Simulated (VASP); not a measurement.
Wanted: the native input for a VASP 6.6.1 run.

```
Task                   : single point
Functional             : PBEsol
Potentials or basis    : VASP PAW PBE potentials, release 64 (Ta_pv, C)
Cutoff                 : 520 eV
k mesh                 : 11 × 11 × 1
Occupations            : gaussian, width 0.1 eV
Spin                   : no spin polarisation
Dipole correction      : yes
Further INCAR settings : ALGO = Normal; EDIFF = 1e-07; NBANDS = 32
```

The structure of Ta4C lies in POSCAR:

```
Ta4C
1.0
    2.8410132489      0.0000000000      0.0000000000
   -0.9470044163      2.6785329784      0.0000000000
    0.0000000000      0.0000000000     25.9590328124
Ta C
4 1
Direct
    0.5000000000      0.5000000000      0.3274390098
    0.0000000000      0.0000000000      0.4167981790
    0.5000000000      0.5000000000      0.5058470961
    0.0000000000      0.0000000000      0.5912937381
    0.3333333333      0.6666666667      0.7106807520
```

These files were run (other wordings do the same):

INCAR

```
  PREC = Accurate
  ENCUT = 520
  EDIFF = 1E-7
  ISMEAR = 0
  SIGMA = 0.1
  LREAL = False
  LASPH = True
  NELM = 60
  ALGO = Normal
  ISIF = 2
  LWAVE = False
  LCHARG = False
  LDIPOL = True
  IDIPOL = 3
  DIPOL = 0.5 0.5 0.510
  GGA = PS
  NBANDS = 32
```

KPOINTS

```
Automatic mesh
0
Gamma
  11 11 1
```

Potentials or basis: VASP PAW PBE potentials, release 64 (Ta_pv, C).

Run with:

```console
$ cat potpaw_PBE.64/Ta_pv/POTCAR potpaw_PBE.64/C/POTCAR > POTCAR
$ mpirun -np 1 vasp_std > vasp.out
```

It gave:

| Property | Result |
| --- | --- |
| Largest force | 1.661 eV/Å |
| Band gap on the k mesh | zero (bands 24 and 25 overlap by 1.18 eV) |

Caveat: the PAW data sets were made with another functional, which shifts forces and pressure a little; spin-orbit coupling is left out, which moves the levels of the heavy elements.

Run time: 18 min on 1 thread of Intel Xeon 8259CL, with other jobs on the host, peak memory 0.44 GiB.
